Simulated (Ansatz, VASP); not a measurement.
**HfB2 in VASP and in Ansatz**

Contents of INCAR:

```
ALGO     = Normal         # electronic algorithm
EDIFF    = 1E-8           # SCF threshold, eV
ENCUT    = 520            # plane-wave cutoff, eV
GGA      = PE             # functional
ISIF     = 2              # what is computed and relaxed
ISMEAR   = -1             # smearing method
LASPH    = T              # aspherical terms in the spheres
LCHARG   = F              # write CHGCAR
LEFG     = T            
LREAL    = F              # projectors in reciprocal space
LWAVE    = F              # write WAVECAR
NBANDS   = 15             # bands
NELM     = 80             # most SCF steps
PREC     = Accurate       # precision mode
SIGMA    = 0.05           # smearing width, eV
```

File KPOINTS:

```
k-points
0
Gamma
  13 13 11
```

POSCAR

```
HfB2
1.0
    3.1400001005     -0.0471000015     -0.0471000015
   -1.6107898481      2.7428698556     -0.0172397971
   -0.0522000000     -0.0522000000      3.4800000000
Hf B
1 2
Direct
    0.0000000000      0.0000000000      0.0000000000
    0.3333333333      0.6666666667      0.5000000000
    0.6666666667      0.3333333333      0.5000000000
```

Input for Ansatz:

```yaml
crystal:
  lattice:
    - [3.1400001005, -0.0471000015, -0.0471000015]
    - [-1.6107898481, 2.7428698556, -0.0172397971]
    - [-0.0522, -0.0522, 3.48]
  atoms:
    - { symbol: Hf, position: [0.0, 0.0, 0.0] }
    - { symbol: B, position: [0.3333333333, 0.6666666667, 0.5] }
    - { symbol: B, position: [0.6666666667, 0.3333333333, 0.5] }
kpoints:
  mp_grid: { grid: [13, 13, 11] }
scf:
  occupations: { method: fermi_dirac, width: 0.05 }
hamiltonian:
  xc: pbe
  pseudopotentials: { kind: all_electron, datasets: crystal }
output:
  forces: true
  stress: true
  eigenvalues: true
  efg: { contact_densities: true }
```

Change from the starting cell: equal xy, yz and zx shear strains of -3 %, crystal datasets.

Alike in both runs: task electric field gradients; functional PBE; k mesh 13 × 13 × 11; occupations fermi-dirac, width 0.05 eV; no spin polarisation.

```csv
,VASP,Ansatz
version,VASP 6.6.1,Ansatz 0.2.0
potentials or method,"VASP PAW PBE potentials, release 64 (Hf_pv, B), cutoff 520 eV","all-electron PAW with datasets made for the crystal, scalar-relativistic"
```

Ansatz gave:

- pressure (GPa): 2.3
- traceless stress, the component that is largest in VASP (GPa): 8.42
- rms of the force components (eV/Å): 0.026
- size of Vzz on the site where it differs most (V/Å²): 152.3

Task: Which values does VASP return?

Result: Pressure (GPa): 1.8; traceless stress, the component that is largest in VASP (GPa): 8.46; rms of the force components (eV/Å): 0.026; size of Vzz on the site where it differs most (V/Å²): 117.7.

Atom by atom the forces differ by 0.000 eV/Å (rms over components). Ansatz ran all-electron here, and VASP with PAW potentials.

Neither program's run includes spin-orbit coupling.
